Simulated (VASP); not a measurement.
## SiO2: electric field gradients with PBE

Crystal: SiO2.

```
Si O
1.0
     4.97900    0.00000    0.00000
     0.00000    4.97900    0.00000
     0.00000    0.00000    6.95000
Si O
4 8
Direct
  0.30440 0.30440 0.00000
  0.19560 0.80440 0.25000
  0.69560 0.69560 0.50000
  0.80440 0.19560 0.75000
  0.23710 0.11484 0.18425
  0.38516 0.73710 0.43425
  0.76290 0.88516 0.68425
  0.61484 0.26290 0.93425
  0.73710 0.38516 0.56575
  0.88516 0.76290 0.31575
  0.26290 0.61484 0.06575
  0.11484 0.23710 0.81575
```

```yaml
Program: VASP 6.6.1
Task: electric field gradients
Functional: PBE
Potentials_or_basis: VASP PAW PBE potentials, release 64 (Si, O)
Cutoff: 520 eV
k_mesh: 5 × 5 × 4
Occupations: fermi-dirac, width 0.02 eV
Spin: no spin polarisation
Dipole_correction: no
Further_INCAR_settings: ALGO = Normal; EDIFF = 1e-08; NBANDS = 44
```

| Item | Value |
| --- | --- |
| Pressure | 1.2 GPa |
| Largest force | 0.020 eV/Å |
| Band gap on the k mesh | 5.61 eV |
| Largest electric field gradient by atom | Si -4.1; O +90.9 V/Å² |

Forces in eV/Å, atoms in the order of the input:
```
Si   0.014  0.014  0.000
Si  -0.014  0.014  0.000
Si  -0.014 -0.014  0.000
Si   0.014 -0.014  0.000
O    0.002  0.003 -0.005
O   -0.003  0.002 -0.005
O   -0.002 -0.003 -0.005
O    0.003 -0.002 -0.005
O    0.002 -0.003  0.005
O   -0.003 -0.002  0.005
O   -0.002  0.003  0.005
O    0.003  0.002  0.005
```

Stress tensor (GPa, compression positive):
```
1.40 0.00 0.00
0.00 1.40 0.00
0.00 0.00 0.91
```

Levels at points of the mesh, in eV from the valence-band top:
```
           k point  band 29  band 30  band 31  band 32  band 33  band 34  band 35  band 36
(0.00, 0.00, 0.00)    -0.67    -0.33    -0.33     0.00     5.61     8.75     8.75     9.16
(0.00, 0.00, 0.50)    -0.55    -0.55    -0.37    -0.37     6.88     6.88     9.29     9.29
```

Electric field gradients, principal values (V/Å²):
```
atom    least   middle  greatest (by size)
1 Si    0.520    3.546              -4.065
2 Si    0.520    3.546              -4.065
3 Si    0.520    3.546              -4.065
4 Si    0.520    3.546              -4.065
 5 O  -36.568  -54.332              90.900
 6 O  -36.568  -54.332              90.900
 7 O  -36.568  -54.332              90.900
 8 O  -36.568  -54.332              90.900
 9 O  -36.568  -54.332              90.900
10 O  -36.568  -54.332              90.900
11 O  -36.568  -54.332              90.900
12 O  -36.568  -54.332              90.900
```

It took 4.5 min on 1 thread of AMD EPYC 7R13, on a shared host, peak memory 0.27 GiB.

Caveat: without QUAD_EFG the Cq values of the log hold for a quadrupole moment of 1 mb, not for the nuclei. A k mesh can miss the band edges.
